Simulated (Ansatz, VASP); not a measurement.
**One calculation of BiTe, two programs**

```xyz
2
Lattice="0.0000 3.2133 3.2133 3.2133 0.0000 3.2133 3.2133 3.2133 0.0000" Properties=species:S:1:pos:R:3 pbc="T T T"
Bi    0.0000    0.0000    0.0000
Te    3.2133    3.2133    3.2133
```

Change from the starting cell: volume scaled by 0.98.

Alike in both runs: task single point; functional PBE exchange alone; k mesh 5 × 5 × 5; occupations fermi-dirac, width 0.05 eV; non-collinear spin, spin-orbit coupling.

|  | VASP | Ansatz |
| --- | --- | --- |
| version | VASP 6.6.1 | Ansatz 0.2.0 |
| potentials or method | VASP PAW PBE potentials, release 64 (Bi_d, Te), cutoff 520 eV | all-electron LAPW, relativistic spinors |

```csv
,VASP,Ansatz,Ansatz less VASP
pressure (GPa),12.6,12.7,+0.14
net moment per atom (μB),0.00,0.00,0.000
```

VASP's potentials were made for PBE, not for PBE exchange alone. Ansatz ran all-electron here, and VASP with PAW potentials.

Noted on Ansatz's run: the k mesh is thin for a metal, which can move the energy by tens of meV per atom.
